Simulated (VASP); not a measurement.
Write the native input for VASP 6.6.1 that does the following.

| Item | Value |
| --- | --- |
| Task | single point |
| Functional | PBEsol |
| Dispersion | D3(BJ) |
| Potentials or basis | VASP PAW PBE potentials, release 64 (Ge_d) |
| Cutoff | 520 eV |
| k mesh | 20 × 20 × 12 |
| Occupations | gaussian, width 0.15 eV |
| Spin | no spin polarisation |
| Dipole correction | no |
| Further INCAR settings | ALGO = Fast; EDIFF = 1e-06; NBANDS = 21 |

The structure of Ge lies in POSCAR:

```
Ge
1.0
    1.4415204776     -2.5135518656      0.0000000000
    1.4415204776      2.5135518656      0.0000000000
    0.0000000000      0.0000000000      5.0377366484
Ge
2
Direct
    0.6665533700      0.3334466300      0.2500000000
    0.3334466300      0.6665533700      0.7500000000
```

This isn't the form of Ge at room conditions, which is diamond.

This cell differs from its parent crystal: ratio of the length along z to the lengths across it x 1.1, volume and fractional coordinates fixed.

One way to write it, as run:

INCAR

```
SYSTEM = Ge
  PREC = Accurate
  ENCUT = 520
  EDIFF = 1E-6
  ISMEAR = 0
  SIGMA = 0.15
  LREAL = .False.
  LASPH = .True.
  NELM = 100
  ALGO = Fast
  ISIF = 2
  LWAVE = .False.
  LCHARG = .True.
  GGA = PS
  IVDW = 12
  LELF = .True.
  LVHAR = .True.
  NBANDS = 21
```

KPOINTS

```
regular mesh
0
Gamma
  20 20 12
  0 0 0
```

Potentials or basis: VASP PAW PBE potentials, release 64 (Ge_d).

Command:

```console
$ cat potpaw_PBE.64/Ge_d/POTCAR > POTCAR
$ mpirun -np 1 vasp_std > vasp.out
```

Results of the run:

| Quantity | Value |
| --- | --- |
| Pressure | -2.5 GPa |
| Band gap on the k mesh | zero (bands 14 and 15 overlap by 10.70 eV) |
| Dispersion energy per atom | -0.339 eV |

Caveat: the PAW data sets were made with another functional, which shifts forces and pressure a little.

It took 16 min on 1 thread of Oxide Virtual Turin-like Processor, on a shared host, peak memory 0.51 GiB.
